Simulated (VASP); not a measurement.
# In3As (Pm-3m) in VASP: further runs, part 2 of 2

VASP 6.6.1.

### Step 3. Density of states, RPBE+D3(BJ)

File POSCAR:

```
In3As
1.0
    4.2264509319      0.0000000000      0.0000000000
    0.0000000000      4.2264509319      0.0000000000
    0.0000000000      0.0000000000      4.2264509319
In As
3 1
Direct
    0.0000000000      0.5000000000      0.5000000000
    0.5000000000      0.0000000000      0.5000000000
    0.5000000000      0.5000000000      0.0000000000
    0.0000000000      0.0000000000      0.0000000000
```

File INCAR.step1:

```
SYSTEM = In3As
PREC     = Accurate       ! precision mode
ENCUT    = 520            ! plane-wave cutoff, eV
EDIFF    = 1E-6           ! SCF threshold, eV
ISMEAR   = -1             ! smearing method
SIGMA    = 0.05           ! smearing width, eV
LREAL    = .FALSE.        ! projectors in reciprocal space
LASPH    = .TRUE.         ! aspherical terms in the spheres
NELM     = 120            ! most SCF steps
ALGO     = Normal         ! electronic algorithm
ISIF     = 2              ! what is computed and relaxed
LWAVE    = .FALSE.        ! write WAVECAR
LCHARG   = .TRUE.         ! write CHGCAR
GGA      = RP             ! functional
IVDW     = 12             ! dispersion correction
NBANDS   = 35             ! bands
GGA_COMPAT= .FALSE.      
NEDOS    = 2001           ! points of the DOS
LORBIT   = 11             ! projections on sites
```

File KPOINTS.step1:

```
Automatic mesh
0
G
  5 5 5
  0 0 0
```

File INCAR.step2:

```
SYSTEM = In3As
PREC     = Accurate       ! precision mode
ENCUT    = 520            ! plane-wave cutoff, eV
EDIFF    = 1E-6           ! SCF threshold, eV
ISMEAR   = -5             ! smearing method
SIGMA    = 0.05           ! smearing width, eV
LREAL    = .FALSE.        ! projectors in reciprocal space
LASPH    = .TRUE.         ! aspherical terms in the spheres
NELM     = 120            ! most SCF steps
ALGO     = Normal         ! electronic algorithm
ISIF     = 2              ! what is computed and relaxed
LWAVE    = .FALSE.        ! write WAVECAR
LCHARG   = .FALSE.        ! write CHGCAR
GGA      = RP             ! functional
IVDW     = 12             ! dispersion correction
LORBIT   = 10             ! projections on sites
NEDOS    = 2001           ! points of the DOS
ICHARG   = 11             ! starting density
GGA_COMPAT= .FALSE.
```

File KPOINTS.step2:

```
Automatic mesh
0
G
  8 8 8
  0 0 0
```

Potentials or basis: VASP PAW PBE potentials, release 64 (In_d, As_d).

Launch:

```sh
$ cat potpaw_PBE.64/In_d/POTCAR potpaw_PBE.64/As_d/POTCAR > POTCAR
$ cp INCAR.step1 INCAR
$ cp KPOINTS.step1 KPOINTS
$ mpirun -np 1 vasp_std > vasp.out
$ cp INCAR.step2 INCAR
$ cp KPOINTS.step2 KPOINTS
$ mpirun -np 1 vasp_std > vasp.out
```

OUTCAR:

```text
SYSTEM = In3As
   PREC = Accurate
   ENCUT = 520
   EDIFF = 1E-6
   ISMEAR = -5
   LREAL = .FALSE.
   LASPH = .TRUE.
   NELM = 120
   ISIF = 2
   GGA = RP
   IVDW = 12
   LORBIT = 10
   ICHARG = 11
 IVDW          = 12

 ion  position               nearest neighbor table
   1  0.000  0.500  0.500-   2 2.99   3 2.99   4 2.99   3 2.99   4 2.99   2 2.99   4 2.99   4 2.99
                             2 2.99   3 2.99   3 2.99   2 2.99
   2  0.500  0.000  0.500-   1 2.99   3 2.99   4 2.99   3 2.99   4 2.99   1 2.99   3 2.99   3 2.99
                             1 2.99   4 2.99   4 2.99   1 2.99
   3  0.500  0.500  0.000-   1 2.99   2 2.99   4 2.99   1 2.99   2 2.99   2 2.99   4 2.99   2 2.99
                             1 2.99   4 2.99   1 2.99   4 2.99
   4  0.000  0.000  0.000-   1 2.99   2 2.99   3 2.99   1 2.99   2 2.99   1 2.99   3 2.99   1 2.99
                             2 2.99   3 2.99   2 2.99   3 2.99

  LATTYP: Found a simple cubic cell.
 ALAT       =     4.2264509319

  Lattice vectors:

 A1 = (   4.2264509319,   0.0000000000,   0.0000000000)
 A2 = (   0.0000000000,   4.2264509319,   0.0000000000)
 A3 = (   0.0000000000,   0.0000000000,   4.2264509319)

Analysis of symmetry for initial positions (statically):
=====================================================================
 Subroutine PRICEL returns:
 Original cell was already a primitive cell.

 Routine SETGRP: Setting up the symmetry group for a
 simple cubic supercell.

 Subroutine GETGRP returns: Found 48 space group operations
 (whereof 48 operations were pure point group operations)
 out of a pool of 48 trial point group operations.

The static configuration has the point symmetry O_h .

Analysis of symmetry for dynamics (positions and initial velocities):
=====================================================================
 Subroutine PRICEL returns:
 Original cell was already a primitive cell.

 Routine SETGRP: Setting up the symmetry group for a
 simple cubic supercell.

 Subroutine GETGRP returns: Found 48 space group operations
 (whereof 48 operations were pure point group operations)
 out of a pool of 48 trial point group operations.

The dynamic configuration has the point symmetry O_h .

 Subroutine INISYM returns: Found 48 space group operations
 (whereof 48 operations are pure point group operations),
 and found     1 'primitive' translations

----------------------------------------------------------------------------------------

                                     Primitive cell

  volume of cell :      75.4966

  direct lattice vectors                    reciprocal lattice vectors
     4.226450932  0.000000000  0.000000000     0.236605137  0.000000000  0.000000000
     0.000000000  4.226450932  0.000000000     0.000000000  0.236605137  0.000000000
     0.000000000  0.000000000  4.226450932     0.000000000  0.000000000  0.236605137

  length of vectors
     4.226450932  4.226450932  4.226450932     0.236605137  0.236605137  0.236605137

  position of ions in fractional coordinates (direct lattice)
     0.000000000  0.500000000  0.500000000
     0.500000000  0.000000000  0.500000000
     0.500000000  0.500000000  0.000000000
     0.000000000  0.000000000  0.000000000

  ion indices of the primitive-cell ions
   primitive index   ion index
                 1           1
                 2           2
                 3           3
[... 58 lines left out ...]
   number of dos      NEDOS =   2001   number of ions     NIONS =      4
   total plane-waves  NPLWV =  32768
   dimension x,y,z NGX =    32 NGY =   32 NGZ =   32
   dimension x,y,z NGXF=    64 NGYF=   64 NGZF=   64
   ions per type =               3   1
   NGX,Y,Z   is equivalent  to a cutoff of  12.59, 12.59, 12.59 a.u.
   NGXF,Y,Z  is equivalent  to a cutoff of  25.17, 25.17, 25.17 a.u.
 SYSTEM =  In3As
   PREC   = accura    normal or accurate (medium, high low for compatibility)
   ISTART =      0    job   : 0-new  1-cont  2-samecut
   ICHARG =     11    charge: 1-file 2-atom 10-const
   ISPIN  =      1    spin polarized calculation?
   LNONCOLLINEAR =      F non collinear calculations
   LSORBIT =      F    spin-orbit coupling
   LASPH  =      T    aspherical Exc in radial PAW
   ENCUT  =  520.0 eV  38.22 Ry    6.18 a.u.   7.86  7.86  7.86*2*pi/ulx,y,z
   NELM   =    120;   NELMIN=  2; NELMDL=  0     # of ELM steps
   EDIFF  = 0.1E-05   stopping-criterion for ELM
   LREAL  =      F    real-space projection
   EDIFFG = 0.1E-04   stopping-criterion for IOM
   NSW    =      0    number of steps for IOM
   IBRION =     -1    ionic relax: 0-MD 1-quasi-New 2-CG
   NFREE  =      0    steps in history (QN), initial steepest desc. (CG)
   ISIF   =      2    stress and relaxation
   ISYM   =      2    0-nonsym 1-usesym 2-fastsym
   POTIM  = 0.5000    time-step for ionic-motion
   TEBEG  =    0.0;   TEEND  =   0.0 temperature during run
   PSTRESS=    0.0 pullay stress
   NELECT =      54.0000    total number of electrons
   NUPDOWN=      -1.0000    fix difference up-down
   EMIN   =  10.00;   EMAX   =-10.00  energy-range for DOS
   EFERMI =   0.00;   METHOD = LEGACY
   ISMEAR =    -5;   SIGMA  =   0.05  broadening in eV -4-tet -1-fermi 0-gaus
   EFERMI_NEDOS =   21; number of points for ismear=-14 and -15
   IALGO  =     38    algorithm
   IMIX   =      4    mixing-type and parameters
     AMIX     =   0.40;   BMIX     =  1.00
     AMIX_MAG =   1.60;   BMIX_MAG =  1.00
  volume/ion in A,a.u.               =      18.87       127.37
  Fermi-wavevector in a.u.,A,eV,Ry     =   1.464076  2.766702 29.164335  2.143518
  Thomas-Fermi vector in A             =   2.580095
   LORBIT       =     10    0 simple, 1 ext, 2 COOP (PROOUT), +10 PAW based schemes
   GGA     = RP    functional components
   LHFCALC =     F    Hartree Fock is set to
   AEXX    =    0.0000 exact exchange contribution
   IVDW    =    12    specifies the selected vdW correction
   LEPSILON=     F    determine dielectric tensor
   LRPA    =     F    only Hartree local field effects (RPA)
 non-spin polarized calculation
 Fermi weights with tetrahedron method with Bloechl corrections
  energy-cutoff  :      520.00
  volume of cell :       75.50
 maximum number of plane-waves:      2048
 NGX is ok and might be reduce to    32

 number of electron      54.0000073 magnetization

 Free energy of the ion-electron system (eV)
  ---------------------------------------------------
  ext. energy  EPLUGINS =         0.00000000
  ---------------------------------------------------
  free energy    TOTEN  =        -8.50798699 eV

  energy without entropy =       -8.50798699  energy(sigma->0) =       -8.50798699

 E-fermi :  10.3685     XC(G=0): -11.7244

 val. band max:       10.2920696155   @ k =   0.5000   0.2500   0.0000
 cond. band min:      10.1031279210   @ k =   0.5000   0.0000   0.0000
 fundamental gap:     -0.1889416945
 Fermi energy:        10.3685004897

 k-point     1 :       0.0000    0.0000    0.0000
  band No.  band energies     occupation
      1     -25.5850      2.00000
      2     -25.5850      2.00000
      3     -25.5850      2.00000
      4     -25.5842      2.00000
      5     -25.5842      2.00000
      6      -5.4400      2.00000
[... 829 lines left out ...]
     31      14.0222      0.00000
     32      15.5716      0.00000

 [... further k-points ...]

------------------------ aborting loop because EDIFF is reached ----------------------------------------

 Edisp (eV)  -11.51055

 E8    (eV) :    -8.1316

  FORCE on cell =-STRESS in cart. coord.  units (eV):
  Direction    XX          YY          ZZ          XY          YZ          ZX
  --------------------------------------------------------------------------------------
  -------------------------------------------------------------------------------------
  Total       0.92203     0.92203     0.92203    -0.00000     0.00000    -0.00000
  in kB      19.56710    19.56710    19.56710    -0.00000     0.00000    -0.00000
  external pressure =       19.57 kB  Pullay stress =        0.00 kB

 VOLUME and BASIS-vectors are now :
 -----------------------------------------------------------------------------
  energy-cutoff  :      520.00
  volume of cell :       75.50
      direct lattice vectors                 reciprocal lattice vectors
     4.226450932  0.000000000  0.000000000     0.236605137  0.000000000  0.000000000
     0.000000000  4.226450932  0.000000000     0.000000000  0.236605137  0.000000000
     0.000000000  0.000000000  4.226450932     0.000000000  0.000000000  0.236605137

 POSITION                                       TOTAL-FORCE (eV/Angst)
 -----------------------------------------------------------------------------------
      0.00000      2.11323      2.11323         0.000000      0.000000      0.000000
      2.11323      0.00000      2.11323         0.000000      0.000000      0.000000
      2.11323      2.11323      0.00000         0.000000      0.000000      0.000000
      0.00000      0.00000      0.00000         0.000000      0.000000      0.000000
 -----------------------------------------------------------------------------------
    total drift:                                0.000000     -0.000000     -0.000000

  FREE ENERGIE OF THE ION-ELECTRON SYSTEM (eV)
  ---------------------------------------------------
  free  energy   TOTEN  =       -20.0185357758 eV

  energy  without entropy=      -20.0185357758  energy(sigma->0) =      -20.01853578

 total charge

# of ion       s       p       d       tot
------------------------------------------
    1        0.996   0.660   9.903  11.558
    2        0.996   0.660   9.903  11.558
    3        0.996   0.660   9.903  11.558
    4        1.570   1.889  10.088  13.547
--------------------------------------------------
tot          4.558   3.868  39.796  48.222
```

Run time: 94 s. Hardware: 1 thread of AMD EPYC 7R43 (Zen 3), shared host; peak memory 0.18 GiB.

Results:

| Quantity | Value |
| --- | --- |
| Valence electrons inside the program's atomic spheres | In 11.56; As 13.55 |
| Dispersion energy per atom | -2.878 eV |

Caveat: the PAW data sets were made with another functional, which shifts forces and pressure a little; spin-orbit coupling is left out, which moves the levels of the heavy elements; pairwise dispersion overbinds metals, which lowers pressure and volume; tetrahedron occupations give inexact forces and stress in metals.
